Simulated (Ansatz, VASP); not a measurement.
Given: the input of a run of Ansatz 0.2.0 on CoO.

input.yaml

```yaml
crystal:
  lattice:
    - [-1.508, 1.508, 2.1072475377]
    - [1.508, -1.508, 2.1072475377]
    - [1.508, 1.508, -2.1072475377]
  atoms:
    - { symbol: Co, position: [0.0, 0.0, 0.0], spin: 2.0 }
    - { symbol: O, position: [0.5, 0.5, 0.0] }
kpoints:
  mp_grid: { grid: [12, 12, 12] }
scf:
  occupations: { method: gaussian, width: 0.02 }
hamiltonian:
  xc: pbe
  pseudopotentials: { kind: all_electron, lapw: { basis_error: 0.001 } }
magnetization:
  spin_polarized: true
output:
  forces: true
  stress: true
  eigenvalues: true
```

Potentials or basis: all-electron LAPW, scalar-relativistic.

Run with:

```sh
$ ansatz run input.yaml --threads 2 --pin off --max-ram 6144MiB --backend cpu --events-out ev --progress --plain --runs-dir out
```

Problem. Translate it to VASP 6.6.1. Potentials there: VASP PAW PBE potentials, release 64 (Co, O).

Solution. As run (the cutoff follows the program's own potentials):

INCAR

```
SYSTEM = CoO
ALGO = Normal ; EDIFF = 1E-6
ENCUT = 520 ; GGA = PE
ISIF = 2 ; ISMEAR = 0
ISPIN = 2 ; LASPH = .True.
LCHARG = .True. ; LELF = .True.
LMAXMIX = 4 ; LORBIT = 11
LREAL = .False. ; LVHAR = .True.
LWAVE = .False. ; MAGMOM = 2 0
NBANDS = 18 ; NELM = 150
PREC = Accurate ; SIGMA = 0.02
```

The input KPOINTS:

```
k-points
0
Gamma
  12 12 12
  0 0 0
```

POSCAR

```
CoO
1.0
   -1.5080000000      1.5080000000      2.1072475377
    1.5080000000     -1.5080000000      2.1072475377
    1.5080000000      1.5080000000     -2.1072475377
Co O
1 1
Direct
    0.0000000000      0.0000000000      0.0000000000
    0.5000000000      0.5000000000      0.0000000000
```

Potentials or basis: VASP PAW PBE potentials, release 64 (Co, O).

Command:

```bash
$ cat potpaw_PBE.64/Co/POTCAR potpaw_PBE.64/O/POTCAR > POTCAR
$ mpirun -np 1 vasp_std > vasp.out
```

Both were run:

|  | VASP | Ansatz | Ansatz less VASP |
| --- | --- | --- | --- |
| gap on the k mesh at the Fermi level (eV) | none | none | - |
| pressure (GPa) | -0.4 | 0.0 | +0.37 |
| traceless stress, the component that is largest in VASP (GPa) | -0.02 | -0.29 | -0.264 |
| net moment per atom (μB) | 1.46 | 1.47 | +0.011 |
| size of the moment on the site where the two differ most (μB) | 2.57 | 2.60 | +0.030 |

Site moments also hang on the region over which each program counts them. A gap of «none» marks a metal or a gap that the smearing closes. Ansatz ran all-electron here, and VASP with PAW potentials.
